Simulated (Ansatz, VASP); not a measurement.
## One calculation of WS2, two programs

```xyz
9
Lattice="3.1877 0.0000 0.0000 -1.5939 2.7607 0.0000 0.0000 0.0000 22.4233" Properties=species:S:1:pos:R:3 pbc="T T T"
W     1.5939    0.9202    7.4593
W     0.0000    1.8404   14.9337
W     0.0000    0.0000   22.4081
S     0.0000    1.8404    5.8882
S     1.5939    0.9202    1.5558
S     0.0000    0.0000   13.3626
S     0.0000    1.8404    9.0303
S     1.5939    0.9202   20.8371
S     0.0000    0.0000   16.5047
```

Alike in both runs: task single point; functional PBE; k mesh 12 × 12 × 2; occupations gaussian, width 0.02 eV; no spin polarisation.

|  | VASP | Ansatz |
| --- | --- | --- |
| version | VASP 6.6.1 | Ansatz 0.2.0 |
| potentials or method | VASP PAW PBE potentials, release 64 (W_sv, S), cutoff 520 eV | scalar-relativistic, plane waves, PAW |
| valence electrons in the cell | 78 | 78 |

Ansatz gave:

| Item | Value |
| --- | --- |
| gap on the k mesh at the Fermi level (eV) | 1.64 |
| least direct gap on the mesh (eV) | 1.81 |
| pressure (GPa) | 0.0 |

Q: Which values does VASP return?

A: gap on the k mesh at the Fermi level (eV): 1.65; least direct gap on the mesh (eV): 1.81; pressure (GPa): 0.0.

Neither program's run includes spin-orbit coupling.
